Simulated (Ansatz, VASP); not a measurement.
## One calculation of Sb, two programs

```
Sb
1.0
    -1.87134    1.87134    1.87134
     1.87134   -1.87134    1.87134
     1.87134    1.87134   -1.87134
Sb
1
Cartesian
  0.0000 0.0000 0.0000
```

Alike in both runs: task relaxation of cell and atoms; functional PBE; k mesh 10 × 10 × 10; occupations fermi-dirac, width 0.05 eV; no spin polarisation.

|  | VASP | Ansatz |
| --- | --- | --- |
| version | VASP 6.6.1 | Ansatz 0.2.0 |
| potentials or method | VASP PAW PBE potentials, release 64 (Sb) | Ansatz PAW |
| plane-wave cutoff (eV) | 600 | 420 |
| valence electrons in the cell | 5 | 15 |

|  | VASP | Ansatz | Ansatz less VASP |
| --- | --- | --- | --- |
| gap on the k mesh at the Fermi level, each at its own relaxed structure (eV) | none | none | - |
| relaxed volume (Å³/atom) | 27.44 | 27.50 | +0.062 |
| relaxed cell length with the largest relative difference (Å) | 3.291 | 3.294 | +0.0025 |

A gap of «none» marks a metal or a gap that the smearing closes. VASP's potentials hold 5 valence electrons a cell and Ansatz's 15, so a difference there can come from the potentials and not from the codes.

Spin-orbit coupling is off throughout. Noted on Ansatz's run: the plane-wave basis is chosen anew once the cell has moved, so the energies of steps on either side of that aren't comparable.
